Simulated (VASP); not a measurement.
## Si2W: single point with PBEsol

The system is Si2W.

```xyz
6
Lattice="3.2986 0.0000 0.0000 0.0000 3.1785 0.0000 0.0000 0.0000 7.7571" Properties=species:S:1:pos:R:3 pbc="T T T"
Si    0.0000    0.0000    2.5958
Si    1.6493    1.5892    1.2828
Si    1.6493    1.5892    6.4743
Si    0.0000    0.0000    5.1614
W     0.0000    0.0000    0.0000
W     1.6493    1.5892    3.8786
```

This cell differs from its parent crystal: uniaxial strain along a: +3.0 %.

```
Program                : VASP 6.6.1
Task                   : single point
Functional             : PBEsol
Potentials or basis    : VASP PAW PBE potentials, release 64 (Si, W_sv)
Cutoff                 : 520 eV
k mesh                 : 12 × 12 × 6
Occupations            : gaussian, width 0.1 eV
Spin                   : no spin polarisation
Dipole correction      : no
Further INCAR settings : ALGO = Normal; EDIFF = 1e-07; NBANDS = 31
```

The pressure is -2.4 GPa and the largest force is 0.010 eV/Å. The band gap on the k mesh is zero (bands 22 and 23 overlap by 0.99 eV).

Forces on the atoms (eV/Å):
```
Si   0.000  0.000  0.010
Si   0.000  0.000 -0.010
Si   0.000  0.000  0.010
Si   0.000  0.000 -0.010
W    0.000  0.000  0.000
W    0.000  0.000  0.000
```

Stress tensor (GPa, compression positive):
```
-10.29   0.00   0.00
  0.00   0.58   0.00
  0.00   0.00   2.41
```

Levels at points of the mesh, in eV from the Fermi level:
```
           k point  band 18  band 19  band 20  band 21  band 22  band 23  band 24  band 25  band 26  band 27
(0.00, 0.00, 0.00)    -2.53    -1.36    -0.72    -0.50    -0.23     0.52     0.72     2.35     2.61     3.22
(0.50, 0.00, 0.00)    -2.51    -2.48    -2.48    -0.55    -0.55     2.01     2.01     2.57     2.57     3.78
(0.00, 0.50, 0.00)    -3.07    -2.40    -2.40    -0.96    -0.96     2.16     2.16     3.26     3.26     3.31
(0.50, 0.50, 0.00)    -5.02    -3.12    -3.12    -1.77    -1.77     2.57     2.57     2.97     2.97     3.26
(0.00, 0.00, 0.50)    -2.30    -1.97    -1.97     0.62     0.62     1.20     1.20     1.48     1.48     1.85
(0.50, 0.00, 0.50)    -2.75    -2.57    -2.57    -0.29    -0.29     2.15     2.15     3.03     3.03     4.16
(0.00, 0.50, 0.50)    -3.13    -2.69    -2.69    -0.67    -0.67     2.39     2.39     2.96     2.96     3.99
(0.50, 0.50, 0.50)    -2.95    -2.46    -2.46    -2.27    -2.27     0.18     0.18     2.63     2.63     3.64
```

Wall time 6.9 min on 1 thread of Intel(R) Xeon(R) Platinum 8375C CPU @ 2.90GHz (Ice Lake), on a shared host, peak memory 0.48 GiB.

Caveat: the cell differs from its parent crystal (uniaxial strain along a: +3.0 %); the stress differs along the axes, from -10 to 2 GPa; the PAW data sets were made with another functional, which shifts forces and pressure a little; spin-orbit coupling is left out, which moves the levels of the heavy elements.
